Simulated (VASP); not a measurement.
Input of a VASP 6.6.1 run:

Contents of INCAR:

```
  ALGO = Normal
  EDIFF = 1E-6
  ENCUT = 500
  GGA = PE
  GGA_COMPAT = False
  ISIF = 2
  ISMEAR = 0
  LASPH = True
  LCHARG = False
  LREAL = False
  LWAVE = False
  NBANDS = 15
  NELM = 120
  PREC = Accurate
  SIGMA = 0.01
```

The input KPOINTS:

```
k-points
0
Gamma
  6 6 6
```

The input POSCAR:

```
CaS
1.0
    0.0000000000      2.8804121851      2.8804121851
    2.8804121851      0.0000000000      2.8804121851
    2.8804121851      2.8804121851      0.0000000000
Ca S
1 1
Direct
    0.0000000000      0.0000000000      0.0000000000
    0.5000000000      0.5000000000      0.5000000000
```

Potentials or basis: VASP PAW PBE potentials, release 64 (Ca_sv, S).

Command:

```sh
$ cat potpaw_PBE.64/Ca_sv/POTCAR potpaw_PBE.64/S/POTCAR > POTCAR
$ mpirun -np 1 vasp_std > vasp.out
```

(1) What does it give for the pressure?

(2) Predict the band gap on the k mesh.

## Answers

(1) -1.3 GPa.

(2) 2.43 eV, indirect (least direct gap 3.21 eV).
